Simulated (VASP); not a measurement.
Input of a VASP 6.6.1 run:

The input INCAR:

```
PREC = Accurate
ENCUT = 520
EDIFF = 1E-6
ISMEAR = -1
SIGMA = 0.08
LREAL = F
LASPH = T
NELM = 80
ALGO = Normal
ISIF = 2
LWAVE = F
LCHARG = F
GGA = PE
NBANDS = 28
```

File KPOINTS:

```
regular mesh
0
Gamma
  10 10 6
```

POSCAR

```
SnTe
1.0
    3.0481685352      0.0000000000      0.0000000000
   -1.5240842676      2.6397913865      0.0000000000
    0.0000000000      0.0000000000      9.3346503823
Sn Te
2 2
Direct
    0.0000000000      0.0000000000      0.0000000000
    0.0000000000      0.0000000000      0.5000000000
    0.3333333333      0.6666666667      0.2500000000
    0.6666666667      0.3333333333      0.7500000000
```

Potentials or basis: VASP PAW PBE potentials, release 64 (Sn_d, Te).

Run with:

```console
$ cat potpaw_PBE.64/Sn_d/POTCAR potpaw_PBE.64/Te/POTCAR > POTCAR
$ mpirun -np 1 vasp_std > vasp.out
```

Question: Predict the pressure.

Answer: 55.1 GPa.

Question: Estimate the band gap on the k mesh.

Answer: Zero (bands 20 and 21 overlap by 5.85 eV).

Caveat: the cell stands under pressure; spin-orbit coupling is left out, which moves the levels of the heavy elements.
